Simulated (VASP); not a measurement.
# I (Fmmm) in VASP: settings compared

I is run at these levels: BLYP, PBEsol+D3(BJ); tasks: single point, relaxation of cell and atoms.

Everything below comes from runs of VASP 6.6.1. Logs are shortened: lines on timing, memory, paths and dates and some standing lists are left out, and cuts for length are marked.

### 1 The cell of the first run

It takes space group Fmmm (No. 69, orthorhombic). The conventional cell has a = 4.384 Å, b = 4.731 Å, c = 7.820 Å, α = 90.00°, β = 90.00°, γ = 90.00°. I (site symmetry mmm) has 4 I at 3.23 Å within 4.2 Å.

### 2 Single point, BLYP

INCAR

```
PREC     = Accurate       # precision mode
ENCUT    = 520            # plane-wave cutoff, eV
EDIFF    = 1E-6           # SCF threshold, eV
ISMEAR   = -1             # smearing method
SIGMA    = 0.05           # smearing width, eV
LREAL    = False          # projectors in reciprocal space
LASPH    = True           # aspherical terms in the spheres
NELM     = 80             # most SCF steps
ALGO     = Normal         # electronic algorithm
ISIF     = 2              # what is computed and relaxed
LWAVE    = False          # write WAVECAR
LCHARG   = False          # write CHGCAR
GGA      = B5             # functional
ALDAX    = 1.0          
AGGAX    = 1.0          
AGGAC    = 1.0          
ALDAC    = 0.0          
NBANDS   = 10             # bands
```

KPOINTS

```
Automatic mesh
0
Gamma
  9 9 9
```

POSCAR

```
I
1.0
    0.0000000000      2.3656004428      3.9098401324
    2.1922454667      0.0000000000      3.9098401324
    2.1922454667      2.3656004428      0.0000000000
I
1
Direct
    0.0000000000      0.0000000000      0.0000000000
```

Potentials or basis: VASP PAW PBE potentials, release 64 (I).

On the command line:

```sh
$ cat potpaw_PBE.64/I/POTCAR > POTCAR
$ mpirun -np 1 vasp_std > vasp.out
```

OUTCAR:

```text
PREC = Accurate
   ENCUT = 520
   EDIFF = 1E-6
   ISMEAR = -1
   LREAL = False
   LASPH = True
   NELM = 80
   ISIF = 2
   GGA = B5

 ion  position               nearest neighbor table
   1  0.000  0.000  0.000-

  LATTYP: Found a face centered orthorhombic cell.
 ALAT       =     4.3844909334
 B/A-ratio  =     1.0790764441
 C/A-ratio  =     1.7834864717

  Lattice vectors:

 A1 = (   0.0000000000,   2.3656004428,   3.9098401324)
 A2 = (   2.1922454667,   0.0000000000,   3.9098401324)
 A3 = (   2.1922454667,   2.3656004428,   0.0000000000)

Analysis of symmetry for initial positions (statically):
=====================================================================
 Subroutine PRICEL returns:
 Original cell was already a primitive cell.

 Routine SETGRP: Setting up the symmetry group for a
 face centered orthorhombic supercell.

 Subroutine GETGRP returns: Found  8 space group operations
 (whereof  8 operations were pure point group operations)
 out of a pool of  8 trial point group operations.

The static configuration has the point symmetry D_2h.

Analysis of symmetry for dynamics (positions and initial velocities):
=====================================================================
 Subroutine PRICEL returns:
 Original cell was already a primitive cell.

 Routine SETGRP: Setting up the symmetry group for a
 face centered orthorhombic supercell.

 Subroutine GETGRP returns: Found  8 space group operations
 (whereof  8 operations were pure point group operations)
 out of a pool of  8 trial point group operations.

The dynamic configuration has the point symmetry D_2h.

 Subroutine INISYM returns: Found  8 space group operations
 (whereof  8 operations are pure point group operations),
 and found     1 'primitive' translations

----------------------------------------------------------------------------------------

                                     Primitive cell

  volume of cell :      40.5527

  direct lattice vectors                    reciprocal lattice vectors
     0.000000000  2.365600443  3.909840132    -0.228076649  0.211362828  0.127882467
     2.192245467  0.000000000  3.909840132     0.228076649 -0.211362828  0.127882467
     2.192245467  2.365600443  0.000000000     0.228076649  0.211362828 -0.127882467

  length of vectors
     4.569782852  4.482498193  3.225214046     0.336224818  0.336224818  0.336224818

  position of ions in fractional coordinates (direct lattice)
     0.000000000  0.000000000  0.000000000

  ion indices of the primitive-cell ions
   primitive index   ion index
                 1           1

----------------------------------------------------------------------------------------

 KPOINTS: Automatic mesh

Automatic generation of k-mesh.
 Grid dimensions read from file:
 generate k-points for:    9    9    9

 Generating k-lattice:

  Cartesian coordinates                     Fractional coordinates (reciprocal lattice)
    -0.025341850  0.023484759  0.014209163     0.111111111  0.000000000  0.000000000
     0.025341850 -0.023484759  0.014209163     0.000000000  0.111111111  0.000000000
     0.025341850  0.023484759 -0.014209163     0.000000000  0.000000000  0.111111111

  Length of vectors
     0.037358313  0.037358313  0.037358313

  Shift w.r.t. Gamma in fractional coordinates (k-lattice)
     0.000000000  0.000000000  0.000000000

 Subroutine IBZKPT returns following result:
 ===========================================

 Found    125 irreducible k-points:

 Following reciprocal coordinates:
            Coordinates               Weight
  0.000000  0.000000  0.000000      1.000000
  0.111111  0.000000  0.000000      8.000000
  0.222222  0.000000  0.000000      8.000000
  0.333333  0.000000  0.000000      8.000000
  0.444444  0.000000  0.000000      8.000000
  0.111111  0.111111  0.000000      2.000000
[... 16 lines left out ...]
 -0.333333  0.333333 -0.000000      4.000000
  0.444444  0.444444  0.000000      2.000000
 [... further k-points ...]
   k-points           NKPTS =    125   k-points in BZ     NKDIM =    125   number of bands    NBANDS=     10
   number of dos      NEDOS =    301   number of ions     NIONS =      1
   total plane-waves  NPLWV =  31104
   dimension x,y,z NGX =    36 NGY =   36 NGZ =   24
   dimension x,y,z NGXF=    72 NGYF=   72 NGZF=   48
   ions per type =               1
   NGX,Y,Z   is equivalent  to a cutoff of  13.10, 13.35, 12.37 a.u.
   NGXF,Y,Z  is equivalent  to a cutoff of  26.19, 26.70, 24.74 a.u.
 SYSTEM =  unknown system
   PREC   = accura    normal or accurate (medium, high low for compatibility)
   ISTART =      0    job   : 0-new  1-cont  2-samecut
   ICHARG =      2    charge: 1-file 2-atom 10-const
   ISPIN  =      1    spin polarized calculation?
   LNONCOLLINEAR =      F non collinear calculations
   LSORBIT =      F    spin-orbit coupling
   LASPH  =      T    aspherical Exc in radial PAW
   ENCUT  =  520.0 eV  38.22 Ry    6.18 a.u.   8.50  8.33  6.00*2*pi/ulx,y,z
   NELM   =     80;   NELMIN=  2; NELMDL= -5     # of ELM steps
   EDIFF  = 0.1E-05   stopping-criterion for ELM
   LREAL  =      F    real-space projection
   EDIFFG = 0.1E-04   stopping-criterion for IOM
   NSW    =      0    number of steps for IOM
   IBRION =     -1    ionic relax: 0-MD 1-quasi-New 2-CG
   NFREE  =      0    steps in history (QN), initial steepest desc. (CG)
   ISIF   =      2    stress and relaxation
   ISYM   =      2    0-nonsym 1-usesym 2-fastsym
   POTIM  = 0.5000    time-step for ionic-motion
   TEBEG  =    0.0;   TEEND  =   0.0 temperature during run
   PSTRESS=    0.0 pullay stress
   NELECT =       7.0000    total number of electrons
   NUPDOWN=      -1.0000    fix difference up-down
   EMIN   =  10.00;   EMAX   =-10.00  energy-range for DOS
   EFERMI =   0.00;   METHOD = LEGACY
   ISMEAR =    -1;   SIGMA  =   0.05  broadening in eV -4-tet -1-fermi 0-gaus
   EFERMI_NEDOS =   21; number of points for ismear=-14 and -15
   IALGO  =     38    algorithm
   IMIX   =      4    mixing-type and parameters
     AMIX     =   0.40;   BMIX     =  1.00
     AMIX_MAG =   1.60;   BMIX_MAG =  1.00
  volume/ion in A,a.u.               =      40.55       273.66
  Fermi-wavevector in a.u.,A,eV,Ry     =   0.911523  1.722529 11.304731  0.830874
  Thomas-Fermi vector in A             =   2.035812
   LORBIT       =      0    0 simple, 1 ext, 2 COOP (PROOUT), +10 PAW based schemes
   GGA     = B5    functional components
   LHFCALC =     F    Hartree Fock is set to
   AEXX    =    0.0000 exact exchange contribution
   IVDW    =     0    specifies the selected vdW correction
   LEPSILON=     F    determine dielectric tensor
   LRPA    =     F    only Hartree local field effects (RPA)
 non-spin polarized calculation
  energy-cutoff  :      520.00
  volume of cell :       40.55
 maximum number of plane-waves:      1109
 NGX is ok and might be reduce to    36
   NGX = 17   NGY = 17   NGZ = 11

 number of electron       7.0000000 magnetization

 Free energy of the ion-electron system (eV)
  ---------------------------------------------------
  ext. energy  EPLUGINS =         0.00000000
  ---------------------------------------------------
  free energy    TOTEN  =        -0.98026653 eV

  energy without entropy =       -0.97507067  energy(sigma->0) =       -0.97766860

 E-fermi :   3.8858     XC(G=0):  -7.7677

 val. band max:        3.8805376724   @ k =  -0.2222   0.0000   0.1111
 cond. band min:       3.9169415495   @ k =  -0.1111   0.1111   0.1111
 fundamental gap:      0.0364038771
 Fermi energy:         3.8858002486

 k-point     1 :       0.0000    0.0000    0.0000
  band No.  band energies     occupation
      1      -9.9860      2.00000
      2       1.9503      2.00000
      3       4.6329      0.00000
      4       4.9056      0.00000
      5       8.5183      0.00000
      6      11.4976      0.00000
      7      12.2975      0.00000
      8      15.9897      0.00000
      9      16.3343      0.00000
     10      16.5175      0.00000

 k-point     2 :       0.1111    0.0000    0.0000
  band No.  band energies     occupation
      1      -9.8560      2.00000
      2       1.9469      2.00000
      3       3.6860      1.96387
      4       4.8617      0.00000
      5       8.8746      0.00000
      6      11.8993      0.00000
      7      13.2922      0.00000
      8      13.9445      0.00000
      9      16.3203      0.00000
     10      17.1698      0.00000

 k-point     3 :       0.2222    0.0000    0.0000
  band No.  band energies     occupation
      1      -9.4934      2.00000
      2       1.6359      2.00000
      3       2.0723      2.00000
      4       5.0665      0.00000
      5       9.6048      0.00000
      6      12.0956      0.00000
      7      12.3123      0.00000
      8      15.9501      0.00000
      9      16.7623      0.00000
     10      17.5523      0.00000

 k-point     4 :       0.3333    0.0000    0.0000
  band No.  band energies     occupation
      1      -9.0012      2.00000
      2      -0.0572      2.00000
      3       2.0764      2.00000
      4       5.3329      0.00000
      5       9.4698      0.00000
      6      12.3324      0.00000
      7      12.7377      0.00000
      8      16.0831      0.00000
      9      17.5405      0.00000
     10      18.1722      0.00000

 k-point     5 :       0.4444    0.0000    0.0000
  band No.  band energies     occupation
      1      -8.6086      2.00000
      2      -1.1165      2.00000
      3       2.1432      2.00000
      4       5.5244      0.00000
      5       8.8703      0.00000
      6      13.0659      0.00000
      7      14.0764      0.00000
      8      15.7817      0.00000
      9      16.7375      0.00000
     10      17.0995      0.00000

 k-point     6 :       0.1111    0.1111    0.0000
  band No.  band energies     occupation
      1      -9.9588      2.00000
      2       1.6170      2.00000
      3       4.6055      0.00000
      4       4.8811      0.00000
      5       9.1240      0.00000
      6      11.4269      0.00000
      7      12.1531      0.00000
      8      16.2060      0.00000
      9      16.5385      0.00000
     10      16.8651      0.00000
[... 183 lines left out ...]
 k-point    21 :       0.4444    0.3333    0.0000
  band No.  band energies     occupation
      1      -9.6528      2.00000
      2       0.1803      2.00000
      3       3.4949      1.99919
      4       4.6881      0.00000
      5      11.3644      0.00000
      6      12.5759      0.00000
      7      13.3717      0.00000
      8      16.9173      0.00000
      9      18.4451      0.00000
     10      19.1461      0.00000

 k-point    22 :      -0.4444    0.3333   -0.0000
  band No.  band energies     occupation
      1      -9.3075      2.00000
      2       0.4447      2.00000
      3       1.5565      2.00000
      4       4.9144      0.00000
      5      11.7466      0.00000
      6      12.7031      0.00000
      7      14.9540      0.00000
      8      17.2150      0.00000
      9      17.6971      0.00000
     10      17.9812      0.00000

 k-point    23 :      -0.3333    0.3333   -0.0000
  band No.  band energies     occupation
      1      -8.8758      2.00000
      2      -0.1465      2.00000
      3       1.0244      2.00000
      4       5.2365      0.00000
      5      11.3532      0.00000
      6      12.3260      0.00000
      7      14.3987      0.00000
      8      16.3603      0.00000
      9      18.2766      0.00000
     10      18.5689      0.00000

 k-point    24 :       0.4444    0.4444    0.0000
  band No.  band energies     occupation
      1      -9.7479      2.00000
      2      -0.0994      2.00000
      3       4.4162      0.00005
      4       4.7109      0.00000
      5      10.9969      0.00000
      6      11.4084      0.00000
      7      14.3905      0.00000
      8      18.7145      0.00000
      9      18.7695      0.00000
     10      18.9690      0.00000

 [... further k-points ...]
[... 5 lines left out ...]
  --------------------------------------------------------------------------------------
  -------------------------------------------------------------------------------------
  Total        0.9295925      0.8921988      0.5379285      0.0000000      0.0000000      0.0000000
  in kB       36.7268446     35.2494764     21.2527712      0.0000000      0.0000000      0.0000000
  external PRESSURE =      31.0763641 kB  Pullay stress =       0.0000000 kB

 VOLUME and BASIS-vectors are now :
 -----------------------------------------------------------------------------
  energy-cutoff  :      520.00
  volume of cell :       40.55
      direct lattice vectors                 reciprocal lattice vectors
     0.000000000  2.365600443  3.909840132    -0.228076649  0.211362828  0.127882467
     2.192245467  0.000000000  3.909840132     0.228076649 -0.211362828  0.127882467
     2.192245467  2.365600443  0.000000000     0.228076649  0.211362828 -0.127882467

 POSITION                                       TOTAL-FORCE (eV/Angst)
 -----------------------------------------------------------------------------------
      0.00000      0.00000      0.00000         0.000000      0.000000      0.000000
 -----------------------------------------------------------------------------------
    total drift:                               -0.000000      0.000000      0.000000

  FREE ENERGIE OF THE ION-ELECTRON SYSTEM (eV)
  ---------------------------------------------------
  free  energy   TOTEN  =        -0.9802665267 eV

  energy  without entropy=       -0.9750706670  energy(sigma->0) =       -0.97766860
```

Run time: 18 s. Hardware: 1 thread of Intel Xeon 6975P-C (Granite Rapids), shared host; peak memory 0.2 GiB.

Results:

```
Free energy : -0.9803 eV
Pressure    : 3.1 GPa
```

Levels at points of the mesh, in eV from the Fermi level:
| k point | band 2 | band 3 | band 4 | band 5 | band 6 | band 7 |
| --- | --- | --- | --- | --- | --- | --- |
| (0.00, 0.00, 0.00) | -1.94 | 0.75 | 1.02 | 4.63 | 7.61 | 8.41 |

Caveat: the PAW data sets were made with another functional, which shifts forces and pressure a little; spin-orbit coupling is left out, which moves the levels of the heavy elements; an odd number of electrons without spin polarisation forces a metal; a magnetic or distorted state may lie lower.

(Continued in part 2 of 2.)
